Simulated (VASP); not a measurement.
Here is a VASP 6.6.1 calculation.

Contents of INCAR:

```
SYSTEM = Si12BH5Cl2
PREC     = Accurate       ! precision mode
ENCUT    = 420            ! plane-wave cutoff, eV
EDIFF    = 1E-6           ! SCF threshold, eV
ISMEAR   = 0              ! smearing method
SIGMA    = 0.05           ! smearing width, eV
LREAL    = Auto         
LASPH    = .TRUE.         ! aspherical terms in the spheres
NELM     = 120            ! most SCF steps
ALGO     = Normal         ! electronic algorithm
ISIF     = 2              ! what is computed and relaxed
LWAVE    = .FALSE.        ! write WAVECAR
LCHARG   = .FALSE.        ! write CHGCAR
LDIPOL   = .TRUE.       
IDIPOL   = 3            
DIPOL    = 0.5 0.5 0.469
GGA      = PE             ! functional
IVDW     = 12             ! dispersion correction
NBANDS   = 96             ! bands
GGA_COMPAT= .FALSE.      
NELMDL   = -8
```

Contents of KPOINTS:

```
Automatic mesh
0
G
  2 2 1
  0 0 0
```

File POSCAR:

```
Si12BH5Cl2
1.0
    7.6671877233      0.0000000000      0.0000000000
    0.0000000000      7.6671877233      0.0000000000
    0.0000000000      0.0000000000     31.0057005398
Si H Cl B
24 10 4 2
Direct
    0.4065111020      0.2500000000      0.3201669315
    0.4065111020      0.7500000000      0.3201669315
    0.0934888980      0.2500000000      0.3201669315
    0.0934888980      0.7500000000      0.3201669315
    0.5000000000      0.5000000000      0.3638808320
    0.5000000000      0.0000000000      0.3638808320
    0.0000000000      0.5000000000      0.3638808320
    0.0000000000      0.0000000000      0.3638808320
    0.7500000000      0.5000000000      0.4075947325
    0.7500000000      0.0000000000      0.4075947325
    0.2500000000      0.5000000000      0.4075947325
    0.2500000000      0.0000000000      0.4075947325
    0.7505463810      0.7500238020      0.4489418754
    0.7496783711      0.2499600277      0.4492812048
    0.2501269627      0.7500421335      0.4532149797
    0.2500711361      0.2499644961      0.4534727846
   -0.0084040877      0.7503542988      0.4951447839
   -0.0086258138      0.2501695987      0.4954583432
    0.5091275801      0.7500196472      0.4949263027
    0.5083927614      0.2495029471      0.4956911237
    0.9076724331     -0.0001859253      0.5341241958
    0.9071210318      0.5007918065      0.5339106459
    0.5932872200     -0.0013202598      0.5340845883
    0.5930352527      0.5007409841      0.5338670789
    0.9754986227     -0.0014272038      0.5796045843
    0.9730549439      0.5030470266      0.5794245221
    0.5263209629     -0.0056409728      0.5795117103
    0.5269335643      0.5045292492      0.5794884580
    0.1685165122      0.2138230421      0.6482494703
    0.2780027286      0.4409211243      0.6353438640
    0.0217125255      0.4350736820      0.6532468050
    0.2178322697      0.3825338609      0.6981954533
    0.2372183857      0.2683938717      0.5859462095
    0.4284033107      0.2195900114      0.6323215224
    0.5011937580      0.2500248021      0.2578629340
    0.5010240132      0.7499998321      0.2578503736
   -0.0010605733      0.2499868747      0.2578499113
   -0.0011725332      0.7499533655      0.2578666092
    0.1613727729      0.3761122600      0.6622866650
    0.2895650165      0.2774374562      0.6222679874
```

Potentials or basis: VASP PAW PBE potentials, release 64 (Si, H, Cl, B).

Run with:

```console
$ cat potpaw_PBE.64/Si/POTCAR potpaw_PBE.64/H/POTCAR potpaw_PBE.64/Cl/POTCAR potpaw_PBE.64/B/POTCAR > POTCAR
$ mpirun -np 1 vasp_std > vasp.out
```

(1) What does it give for the dispersion energy per atom?

(2) What does it give for the largest force?

(3) Estimate the band gap on the k mesh.

Answers

(1) -0.173 eV.

(2) 1.409 eV/Å.

(3) 0.78 eV (least direct gap 0.91 eV).
